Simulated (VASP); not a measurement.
# BiTe (Fm-3m) in VASP: notebook

Aim: see how the results for BiTe move with the level of theory and the settings. Levels: revPBE+D4, PBE. Tasks: single point.

All numbers are computed with VASP 6.6.1; they aren't measurements. Logs are shortened: lines on timing, memory, paths and dates and some standing lists are left out, and cuts for length are marked.

**1. The cell of the first run**

It takes space group Fm-3m (No. 225, cubic). The conventional cell has a = 6.597 Å, b = 6.597 Å, c = 6.597 Å, α = 90.00°, β = 90.00°, γ = 90.00°. Within 4.3 Å of Bi (site symmetry m-3m) lie 6 Te at 3.30 Å. Within 4.3 Å of Te (site symmetry m-3m) lie 6 Bi at 3.30 Å.

**2. Single point, revPBE+D4, non-collinear spin, typed start**

Contents of INCAR:

```
ALGO = Normal
EDIFF = 1E-6
ENCUT = 520
GGA = RE
ISIF = 2
ISMEAR = -5
IVDW = 13
LASPH = True
LCHARG = True
LNONCOLLINEAR = True
LORBIT = 11
LREAL = False
LVHAR = True
LWAVE = False
MAGMOM = 0 0 0.5 0 0 0
NBANDS = 33
NELM = 150
PREC = Accurate
SIGMA = 0.1
```

Contents of KPOINTS:

```
k-points
0
Gamma
  7 7 7
```

Contents of POSCAR:

```
BiTe
1.0
    0.0000000000      3.2984474805      3.2984474805
    3.2984474805      0.0000000000      3.2984474805
    3.2984474805      3.2984474805      0.0000000000
Bi Te
1 1
Direct
    0.0000000000      0.0000000000      0.0000000000
    0.5000000000      0.5000000000      0.5000000000
```

Potentials or basis: VASP PAW PBE potentials, release 64 (Bi_d, Te).

Run with:

```console
> cat potpaw_PBE.64/Bi_d/POTCAR potpaw_PBE.64/Te/POTCAR > POTCAR
> mpirun -np 1 vasp_ncl > vasp.out
```

OUTCAR:

```text
EDIFF = 1E-6
   ENCUT = 520
   GGA = RE
   ISIF = 2
   ISMEAR = -5
   IVDW = 13
   LASPH = True
   LNONCOLLINEAR = True
   LORBIT = 11
   LREAL = False
   NELM = 150
   PREC = Accurate

 ion  position               nearest neighbor table
   1  0.000  0.000  0.000-   2 3.30   2 3.30   2 3.30   2 3.30   2 3.30   2 3.30
   2  0.500  0.500  0.500-   1 3.30   1 3.30   1 3.30   1 3.30   1 3.30   1 3.30

  LATTYP: Found a face centered cubic cell.
 ALAT       =     6.5968949610

  Lattice vectors:

 A1 = (   0.0000000000,   3.2984474805,   3.2984474805)
 A2 = (   3.2984474805,   0.0000000000,   3.2984474805)
 A3 = (   3.2984474805,   3.2984474805,   0.0000000000)

Analysis of symmetry for initial positions (statically):
=====================================================================
 Subroutine PRICEL returns:
 Original cell was already a primitive cell.

 Routine SETGRP: Setting up the symmetry group for a
 face centered cubic supercell.

 Subroutine GETGRP returns: Found 48 space group operations
 (whereof 48 operations were pure point group operations)
 out of a pool of 48 trial point group operations.

The static configuration has the point symmetry O_h .

Analysis of symmetry for dynamics (positions and initial velocities):
=====================================================================
 Subroutine PRICEL returns:
 Original cell was already a primitive cell.

 Routine SETGRP: Setting up the symmetry group for a
 face centered cubic supercell.

 Subroutine GETGRP returns: Found 48 space group operations
 (whereof 48 operations were pure point group operations)
 out of a pool of 48 trial point group operations.

The dynamic configuration has the point symmetry O_h .

Analysis of structural, dynamic, and magnetic symmetry:
=====================================================================
 Subroutine PRICEL returns:
 Original cell was already a primitive cell.

 Routine SETGRP: Setting up the symmetry group for a
 face centered cubic supercell.

 Subroutine GETGRP returns: Found  8 space group operations
 (whereof  8 operations were pure point group operations)
 out of a pool of 48 trial point group operations.

The overall configuration has the point symmetry C_4h.

 Subroutine INISYM returns: Found  8 space group operations
 (whereof  8 operations are pure point group operations),
 and found     1 'primitive' translations
[... 125 lines left out ...]
   IVDW    =    13    specifies the selected vdW correction
   LEPSILON=     F    determine dielectric tensor
   LRPA    =     F    only Hartree local field effects (RPA)
 Fermi weights with tetrahedron method with Bloechl corrections
  energy-cutoff  :      520.00
  volume of cell :       71.77
 maximum number of plane-waves:      3896
   NGX = 17   NGY = 17   NGZ = 17

 number of electron      20.9999998 magnetization       0.0000000      0.0000000      0.2714932

 number of electron      20.9999998 magnetization       0.0000000     -0.0000000      0.2928061

 number of electron      20.9999998 magnetization      -0.0000000     -0.0000000      0.2928061

 Free energy of the ion-electron system (eV)
  ---------------------------------------------------
  ext. energy  EPLUGINS =         0.00000000
  ---------------------------------------------------
  free energy    TOTEN  =        -6.57289730 eV

  energy without entropy =       -6.57289730  energy(sigma->0) =       -6.57289730

 E-fermi :   6.2326     XC(G=0):  -9.0953

 val. band max:        6.3563416305   @ k =  -0.2857   0.2857   0.0000
 cond. band min:       5.7338629184   @ k =   0.4286   0.0000   0.0000
 fundamental gap:     -0.6224787121
 Fermi energy:         6.2326380961

 k-point     1 :       0.0000    0.0000    0.0000
  band No.  band energies     occupation
      1     -17.1772      1.00000
      2     -17.1772      1.00000
      3     -17.1771      1.00000
      4     -17.1740      1.00000
      5     -17.1740      1.00000
      6     -17.1493      1.00000
[... 853 lines left out ...]
     32      14.6769      0.00000
     33      14.9320      0.00000

 [... further k-points ...]

------------------------ aborting loop because EDIFF is reached ----------------------------------------

  DFT-D4 for vdW energy calculation

  Edisp (eV):   -1.42293

  FORCE on cell =-STRESS in cart. coord.  units (eV):
  Direction    XX          YY          ZZ          XY          YZ          ZX
  --------------------------------------------------------------------------------------
  -------------------------------------------------------------------------------------
  Total      -1.83541    -1.83541    -1.87939    -0.00000     0.00000     0.00000
  in kB     -40.97189   -40.97189   -41.95349    -0.00000     0.00000     0.00000
  external pressure =      -41.30 kB  Pullay stress =        0.00 kB

 VOLUME and BASIS-vectors are now :
 -----------------------------------------------------------------------------
  energy-cutoff  :      520.00
  volume of cell :       71.77
      direct lattice vectors                 reciprocal lattice vectors
     0.000000000  3.298447481  3.298447481    -0.151586467  0.151586467  0.151586467
     3.298447481  0.000000000  3.298447481     0.151586467 -0.151586467  0.151586467
     3.298447481  3.298447481  0.000000000     0.151586467  0.151586467 -0.151586467

 POSITION                                       TOTAL-FORCE (eV/Angst)
 -----------------------------------------------------------------------------------
      0.00000      0.00000      0.00000        -0.000000      0.000000      0.000000
      3.29845      3.29845      3.29845         0.000000      0.000000      0.000000
 -----------------------------------------------------------------------------------
    total drift:                               -0.000000      0.000000      0.000000

  FREE ENERGIE OF THE ION-ELECTRON SYSTEM (eV)
  ---------------------------------------------------
  free  energy   TOTEN  =        -7.9958278559 eV

  energy  without entropy=       -7.9958278559  energy(sigma->0) =       -7.99582786

 total charge

# of ion       s       p       d       tot
------------------------------------------
    1        1.577   1.168   9.918  12.663
    2        1.413   1.861   0.030   3.304
--------------------------------------------------
tot          2.990   3.029   9.948  15.967

 magnetization (x)

# of ion       s       p       d       tot
------------------------------------------
    1        0.000   0.000   0.000   0.000
    2        0.000   0.000   0.000   0.000
--------------------------------------------------
tot          0.000   0.000   0.000   0.000

 magnetization (y)

# of ion       s       p       d       tot
------------------------------------------
    1        0.000   0.000   0.000   0.000
    2        0.000   0.000   0.000   0.000
--------------------------------------------------
tot          0.000   0.000   0.000   0.000

 magnetization (z)

# of ion       s       p       d       tot
------------------------------------------
    1        0.002   0.135   0.001   0.138
    2        0.009  -0.006   0.005   0.008
--------------------------------------------------
tot          0.011   0.129   0.006   0.146
```

stdout:

```text
POSCAR found type information on POSCAR BiTe
 POSCAR found :  2 types and       2 ions
 scaLAPACK will be used
 -----------------------------------------------------------------------------
[... 23 lines left out ...]
|     Tetrahedron method does not include variations of the Fermi             |
|     occupations, so forces and stress will be inaccurate. We suggest        |
|     using a different smearing scheme ISMEAR = 1 or 2 for metals in         |
|     relaxations.                                                            |
|                                                                             |
 -----------------------------------------------------------------------------
```

It took 8.6 min on 1 thread of Intel Xeon 8259CL, shared host; peak memory 0.5 GiB.

What came out:

- Free energy: -7.9958 eV
- Pressure: -4.1 GPa
- Band gap on the k mesh: zero (bands 21 and 22 overlap by 3.09 eV)
- Net moment: 0.29 μB per cell
- Valence electrons inside the program's atomic spheres: Bi 12.66; Te 3.30
- Dispersion energy per atom: -0.711 eV

Stress tensor (GPa, compression positive):
```
-4.10  0.00  0.00
 0.00 -4.10  0.00
 0.00  0.00 -4.20
```

Moments on the atoms (μB; x, y, z):
```
Bi  0.00 0.00 0.14
Te  0.00 0.00 0.01
```

Caveat: the cell stands under tension; the PAW data sets were made with another functional, which shifts forces and pressure a little; spin-orbit coupling is left out, which moves the levels of the heavy elements; tetrahedron occupations give inexact forces and stress in metals.

**3. Single point, PBE**

This run uses another cell than the first one, of 33.86 Å³/atom.

Contents of INCAR:

```
PREC = Accurate
ENCUT = 520
EDIFF = 1E-6
ISMEAR = -1
SIGMA = 0.02
LREAL = F
LASPH = T
NELM = 80
ALGO = Normal
ISIF = 2
LWAVE = F
LCHARG = F
GGA = PE
NBANDS = 18
```

Contents of KPOINTS:

```
Automatic mesh
0
Gamma
  4 4 4
```

Contents of POSCAR:

```
BiTe
1.0
    0.0000000000      3.2350000000      3.2350000000
    3.2350000000      0.0000000000      3.2350000000
    3.2350000000      3.2350000000      0.0000000000
Bi Te
1 1
Direct
    0.0000000000      0.0000000000      0.0000000000
    0.5000000000      0.5000000000      0.5000000000
```

Potentials or basis: VASP PAW PBE potentials, release 64 (Bi_d, Te).

Run with:

```console
> cat potpaw_PBE.64/Bi_d/POTCAR potpaw_PBE.64/Te/POTCAR > POTCAR
> mpirun -np 1 vasp_std > vasp.out
```

Run time: 9 s. Hardware: 1 thread of AMD EPYC 9R45 (Zen 5), shared host; peak memory 0.17 GiB.

The run converged. Its results:

```
Free energy            : -7.1982 eV
Pressure               : 0.4 GPa
Band gap on the k mesh : zero (an odd number of electrons rules out a gap without spin polarisation)
```

Levels at points of the mesh, in eV from the Fermi level:
```tsv
k point	band 7	band 8	band 9	band 10	band 11	band 12	band 13	band 14
(0.00, 0.00, 0.00)	-8.09	-2.52	-2.52	-2.52	2.19	2.19	2.19	4.70
(0.50, 0.00, 0.00)	-11.20	-1.90	-1.90	-1.57	-0.78	-0.59	-0.59	7.36
(0.50, 0.50, 0.00)	-9.92	-5.63	-3.99	-3.99	2.28	3.62	3.62	4.99
```

Caveat: the k points lie up to 0.42 Å⁻¹ apart, too coarse for converged energies and pressures of a metal; spin-orbit coupling is left out, which moves the levels of the heavy elements.
